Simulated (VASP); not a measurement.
# Si2Mo (P6_222) in VASP: further runs

Aim: see how the results for Si2Mo move with the level of theory and the settings. Levels: revPBE, PBEsol+U. Tasks: single point.

Everything below comes from runs of VASP 6.6.1. Logs are shortened: lines on timing, memory, paths and dates and some standing lists are left out, and cuts for length are marked.

### Step 1. The cell of the first run

It takes space group P6_222 (No. 180, hexagonal). The conventional cell has a = 4.629 Å, b = 4.629 Å, c = 6.626 Å, α = 90.00°, β = 90.00°, γ = 120.00°. Within 3.4 Å of Mo (site symmetry 222) lie 10 Si at 2.59 to 2.69 Å and 4 Mo at 3.20 Å. Si (site symmetry 2) has 9 Si at 2.57 to 3.23 Å and 5 Mo at 2.59 to 2.69 Å within 3.4 Å.

### Step 2. Single point, revPBE

INCAR reads:

```
SYSTEM = Si2Mo
PREC = Accurate ; ENCUT = 520
EDIFF = 1E-7 ; ISMEAR = -1
SIGMA = 0.05 ; LREAL = .False.
LASPH = .True. ; NELM = 60
ALGO = Normal ; ISIF = 2
LWAVE = .False. ; LCHARG = .False.
GGA = RE ; NBANDS = 43
```

KPOINTS reads:

```
Automatic mesh
0
Gamma
  5 5 3
  0 0 0
```

POSCAR reads:

```
Si2Mo
1.0
    4.6285799217      0.0000000000      0.0000000000
   -2.3142899609      4.0084677957      0.0000000000
    0.0000000000      0.0000000000      6.6259046904
Mo Si
3 6
Direct
    0.5000000000      0.5000000000      0.8333333333
    0.0000000000      0.5000000000      0.1666666667
    0.5000000000      0.0000000000      0.5000000000
    0.1639894377      0.3279788755      0.5000000000
    0.6720211245      0.8360105623      0.1666666667
    0.8360105623      0.1639894377      0.8333333333
    0.8360105623      0.6720211245      0.5000000000
    0.3279788755      0.1639894377      0.1666666667
    0.1639894377      0.8360105623      0.8333333333
```

Potentials or basis: VASP PAW PBE potentials, release 64 (Mo_sv, Si).

Launch:

```bash
$ cat potpaw_PBE.64/Mo_sv/POTCAR potpaw_PBE.64/Si/POTCAR > POTCAR
$ mpirun -np 1 vasp_std > vasp.out
```

OUTCAR:

```text
SYSTEM = Si2Mo
   PREC = Accurate
   ENCUT = 520
   EDIFF = 1E-7
   ISMEAR = -1
   LREAL = .False.
   LASPH = .True.
   NELM = 60
   ISIF = 2
   GGA = RE

 ion  position               nearest neighbor table
   1  0.500  0.500  0.833-   4 2.59   7 2.59   5 2.59   8 2.59   9 2.66   6 2.66   9 2.66   6 2.66
                             6 2.69   9 2.69   3 3.20   3 3.20   2 3.20   2 3.20
   2  0.000  0.500  0.167-   4 2.59   7 2.59   6 2.59   9 2.59   8 2.66   5 2.66   5 2.66   8 2.66
                             5 2.69   8 2.69   3 3.20   3 3.20   1 3.20   1 3.20
   3  0.500  0.000  0.500-   5 2.59   8 2.59   6 2.59   9 2.59   4 2.66   7 2.66   7 2.66   4 2.66
                             4 2.69   7 2.69   2 3.20   2 3.20   1 3.20   1 3.20
   4  0.164  0.328  0.500-   6 2.57   8 2.57   2 2.59   1 2.59   7 2.63   3 2.66   3 2.66   3 2.69
                             7 2.69   7 2.69
   5  0.672  0.836  0.167-   7 2.57   6 2.57   3 2.59   1 2.59   8 2.63   2 2.66   2 2.66   2 2.69
                             8 2.69   8 2.69
   6  0.836  0.164  0.833-   4 2.57   5 2.57   3 2.59   2 2.59   9 2.63   1 2.66   1 2.66   1 2.69
                             9 2.69   9 2.69
   7  0.836  0.672  0.500-   9 2.57   5 2.57   2 2.59   1 2.59   4 2.63   3 2.66   3 2.66   3 2.69
                             4 2.69   4 2.69
   8  0.328  0.164  0.167-   4 2.57   9 2.57   3 2.59   1 2.59   5 2.63   2 2.66   2 2.66   2 2.69
                             5 2.69   5 2.69
   9  0.164  0.836  0.833-   7 2.57   8 2.57   3 2.59   2 2.59   6 2.63   1 2.66   1 2.66   1 2.69
                             6 2.69   6 2.69

  LATTYP: Found a hexagonal cell.
 ALAT       =     4.6285799217
 C/A-ratio  =     1.4315199915

  Lattice vectors:

 A1 = (   4.6285799217,   0.0000000000,   0.0000000000)
 A2 = (  -2.3142899609,   4.0084677957,   0.0000000000)
 A3 = (   0.0000000000,   0.0000000000,   6.6259046904)

Analysis of symmetry for initial positions (statically):
=====================================================================
 Subroutine PRICEL returns:
 Original cell was already a primitive cell.

 Routine SETGRP: Setting up the symmetry group for a
 hexagonal supercell.

 Subroutine GETGRP returns: Found 12 space group operations
 (whereof  4 operations were pure point group operations)
 out of a pool of 24 trial point group operations.

The static configuration has the point symmetry D_2 .
 The point group associated with its full space group is D_6 .

Analysis of symmetry for dynamics (positions and initial velocities):
=====================================================================
 Subroutine PRICEL returns:
 Original cell was already a primitive cell.

 Routine SETGRP: Setting up the symmetry group for a
 hexagonal supercell.

 Subroutine GETGRP returns: Found 12 space group operations
 (whereof  4 operations were pure point group operations)
 out of a pool of 24 trial point group operations.

The dynamic configuration has the point symmetry D_2 .
 The point group associated with its full space group is D_6 .

 Subroutine INISYM returns: Found 12 space group operations
 (whereof  4 operations are pure point group operations),
 and found     1 'primitive' translations

----------------------------------------------------------------------------------------

                                     Primitive cell

  volume of cell :     122.9338

  direct lattice vectors                    reciprocal lattice vectors
     4.628579922  0.000000000  0.000000000     0.216048986  0.124735940  0.000000000
    -2.314289961  4.008467796  0.000000000     0.000000000  0.249471881  0.000000000
     0.000000000  0.000000000  6.625904690     0.000000000  0.000000000  0.150922787

  length of vectors
     4.628579922  4.628579922  6.625904690     0.249471881  0.249471881  0.150922787

  position of ions in fractional coordinates (direct lattice)
     0.500000000  0.500000000  0.833333333
     1.000000000  0.500000000  0.166666667
     0.500000000  0.000000000  0.500000000
     0.163989438  0.327978876  0.500000000
     0.672021124  0.836010562  0.166666667
     0.836010562  0.163989438  0.833333333
     0.836010562  0.672021124  0.500000000
     0.327978876  0.163989438  0.166666667
     0.163989438  0.836010562  0.833333333

  ion indices of the primitive-cell ions
   primitive index   ion index
                 1           1
                 2           2
                 3           3
                 4           4
                 5           5
                 6           6
                 7           7
                 8           8
                 9           9

----------------------------------------------------------------------------------------

 KPOINTS: Automatic mesh

Automatic generation of k-mesh.
 Grid dimensions read from file:
 generate k-points for:    5    5    3

 Generating k-lattice:

  Cartesian coordinates                     Fractional coordinates (reciprocal lattice)
     0.043209797  0.024947188  0.000000000     0.200000000 -0.000000000  0.000000000
     0.000000000  0.049894376  0.000000000     0.000000000  0.200000000  0.000000000
     0.000000000  0.000000000  0.050307596     0.000000000  0.000000000  0.333333333

  Length of vectors
     0.049894376  0.049894376  0.050307596

  Shift w.r.t. Gamma in fractional coordinates (k-lattice)
     0.000000000  0.000000000  0.000000000

 Subroutine IBZKPT returns following result:
 ===========================================

 Found     10 irreducible k-points:

 Following reciprocal coordinates:
            Coordinates               Weight
  0.000000  0.000000  0.000000      1.000000
  0.200000  0.000000  0.000000      6.000000
  0.400000 -0.000000  0.000000      6.000000
  0.200000  0.200000  0.000000      6.000000
  0.400000  0.200000  0.000000      6.000000
  0.000000  0.000000  0.333333      2.000000
  0.200000  0.000000  0.333333     12.000000
  0.400000 -0.000000  0.333333     12.000000
  0.200000  0.200000  0.333333     12.000000
  0.400000  0.200000  0.333333     12.000000
   k-points           NKPTS =     10   k-points in BZ     NKDIM =     10   number of bands    NBANDS=     43
   number of dos      NEDOS =    301   number of ions     NIONS =      9
   total plane-waves  NPLWV =  64800
   dimension x,y,z NGX =    36 NGY =   36 NGZ =   50
   dimension x,y,z NGXF=    72 NGYF=   72 NGZF=  100
   ions per type =               3   6
   NGX,Y,Z   is equivalent  to a cutoff of  12.93, 12.93, 12.55 a.u.
   NGXF,Y,Z  is equivalent  to a cutoff of  25.86, 25.86, 25.09 a.u.
 SYSTEM =  Si2Mo
   PREC   = accura    normal or accurate (medium, high low for compatibility)
   ISTART =      0    job   : 0-new  1-cont  2-samecut
   ICHARG =      2    charge: 1-file 2-atom 10-const
   ISPIN  =      1    spin polarized calculation?
   LNONCOLLINEAR =      F non collinear calculations
   LSORBIT =      F    spin-orbit coupling
   LASPH  =      T    aspherical Exc in radial PAW
   ENCUT  =  520.0 eV  38.22 Ry    6.18 a.u.   8.61  8.61 12.32*2*pi/ulx,y,z
   NELM   =     60;   NELMIN=  2; NELMDL= -5     # of ELM steps
   EDIFF  = 0.1E-06   stopping-criterion for ELM
   LREAL  =      F    real-space projection
   EDIFFG = 0.1E-05   stopping-criterion for IOM
   NSW    =      0    number of steps for IOM
   IBRION =     -1    ionic relax: 0-MD 1-quasi-New 2-CG
   NFREE  =      0    steps in history (QN), initial steepest desc. (CG)
   ISIF   =      2    stress and relaxation
   ISYM   =      2    0-nonsym 1-usesym 2-fastsym
   POTIM  = 0.5000    time-step for ionic-motion
   TEBEG  =    0.0;   TEEND  =   0.0 temperature during run
   PSTRESS=    0.0 pullay stress
   NELECT =      66.0000    total number of electrons
   NUPDOWN=      -1.0000    fix difference up-down
   EMIN   =  10.00;   EMAX   =-10.00  energy-range for DOS
   EFERMI =   0.00;   METHOD = LEGACY
   ISMEAR =    -1;   SIGMA  =   0.05  broadening in eV -4-tet -1-fermi 0-gaus
   EFERMI_NEDOS =   21; number of points for ismear=-14 and -15
   IALGO  =     38    algorithm
   IMIX   =      4    mixing-type and parameters
     AMIX     =   0.40;   BMIX     =  1.00
     AMIX_MAG =   1.60;   BMIX_MAG =  1.00
  volume/ion in A,a.u.               =      13.66        92.18
  Fermi-wavevector in a.u.,A,eV,Ry     =   1.330554  2.514382 24.087384  1.770373
  Thomas-Fermi vector in A             =   2.459632
   LORBIT       =      0    0 simple, 1 ext, 2 COOP (PROOUT), +10 PAW based schemes
   GGA     = RE    functional components
   LHFCALC =     F    Hartree Fock is set to
   AEXX    =    0.0000 exact exchange contribution
   IVDW    =     0    specifies the selected vdW correction
   LEPSILON=     F    determine dielectric tensor
   LRPA    =     F    only Hartree local field effects (RPA)
 non-spin polarized calculation
  energy-cutoff  :      520.00
  volume of cell :      122.93
 maximum number of plane-waves:      3324
 NGX is ok and might be reduce to    36
   NGX = 17   NGY = 17   NGZ = 25

 number of electron      66.0000003 magnetization

 Free energy of the ion-electron system (eV)
  ---------------------------------------------------
  ext. energy  EPLUGINS =         0.00000000
  ---------------------------------------------------
  free energy    TOTEN  =       -66.77462765 eV

  energy without entropy =      -66.77434533  energy(sigma->0) =      -66.77448649

 E-fermi :  12.5319     XC(G=0): -12.3149

 val. band max:       12.2430657364   @ k =   0.0000   0.0000   0.3333
 cond. band min:      12.8468999354   @ k =   0.4000  -0.0000   0.0000
 fundamental gap:      0.6038341990
 Fermi energy:        12.5318641671

 k-point     1 :       0.0000    0.0000    0.0000
  band No.  band energies     occupation
      1     -48.5949      2.00000
      2     -48.5679      2.00000
      3     -48.5679      2.00000
      4     -22.8177      2.00000
      5     -22.8137      2.00000
      6     -22.8137      2.00000
[... 35 lines left out ...]
     42      15.4474      0.00000
     43      15.9464      0.00000
[... 373 lines left out ...]
      3     -48.5690      2.00000
      4     -22.8598      2.00000
      5     -22.8521      2.00000
      6     -22.8313      2.00000
[... 35 lines left out ...]
     42      15.4101      0.00000
     43      16.0002      0.00000

------------------------ aborting loop because EDIFF is reached ----------------------------------------

  FORCE on cell =-STRESS in cart. coord.  units (eV):
  Direction    XX          YY          ZZ          XY          YZ          ZX
  --------------------------------------------------------------------------------------
  -------------------------------------------------------------------------------------
  Total       -0.0719848     -0.0719848     -0.0978003      0.0000000      0.0000000      0.0000000
  in kB       -0.9381666     -0.9381666     -1.2746167      0.0000000      0.0000000      0.0000000
  external PRESSURE =      -1.0503166 kB  Pullay stress =       0.0000000 kB

 VOLUME and BASIS-vectors are now :
 -----------------------------------------------------------------------------
  energy-cutoff  :      520.00
  volume of cell :      122.93
      direct lattice vectors                 reciprocal lattice vectors
     4.628579922  0.000000000  0.000000000     0.216048986  0.124735940  0.000000000
    -2.314289961  4.008467796  0.000000000     0.000000000  0.249471881  0.000000000
     0.000000000  0.000000000  6.625904690     0.000000000  0.000000000  0.150922787

 POSITION                                       TOTAL-FORCE (eV/Angst)
 -----------------------------------------------------------------------------------
      1.15714      2.00423      5.52159         0.000000     -0.000000      0.000000
     -1.15714      2.00423      1.10432         0.000000     -0.000000      0.000000
      2.31429      0.00000      3.31295         0.000000     -0.000000     -0.000000
     -0.00000      1.31469      3.31295         0.000000     -0.005336     -0.000000
      1.17573      3.35112      1.10432         0.004621      0.002668     -0.000000
      3.49002      0.65735      5.52159         0.004621     -0.002668     -0.000000
      2.31429      2.69378      3.31295        -0.000000      0.005336     -0.000000
      1.13856      0.65735      1.10432        -0.004621     -0.002668     -0.000000
     -1.17573      3.35112      5.52159        -0.004621      0.002668     -0.000000
 -----------------------------------------------------------------------------------
    total drift:                                0.000000      0.000000     -0.000001

  FREE ENERGIE OF THE ION-ELECTRON SYSTEM (eV)
  ---------------------------------------------------
  free  energy   TOTEN  =       -66.7746276514 eV

  energy  without entropy=      -66.7743453260  energy(sigma->0) =      -66.77448649
```

Wall time 24 s (1 thread of Intel Xeon 6975P-C (Granite Rapids), shared host); peak memory 0.25 GiB.

Results:

```yaml
Free_energy: -66.7746 eV
Pressure: -0.1 GPa
Largest_force: 0.005 eV/Å
Band_gap_on_the_k_mesh: 0.60 eV, indirect (least direct gap 0.87 eV)
```

Forces in eV/Å, atoms in the order of the input:
```
Mo   0.000  0.000  0.000
Mo   0.000  0.000  0.000
Mo   0.000  0.000  0.000
Si   0.000 -0.005  0.000
Si   0.005  0.003  0.000
Si   0.005 -0.003  0.000
Si   0.000  0.005  0.000
Si  -0.005 -0.003  0.000
Si  -0.005  0.003  0.000
```

Caveat: the PAW data sets were made with another functional, which shifts forces and pressure a little. A k mesh can miss the band edges.

[end of part 1 of 2]
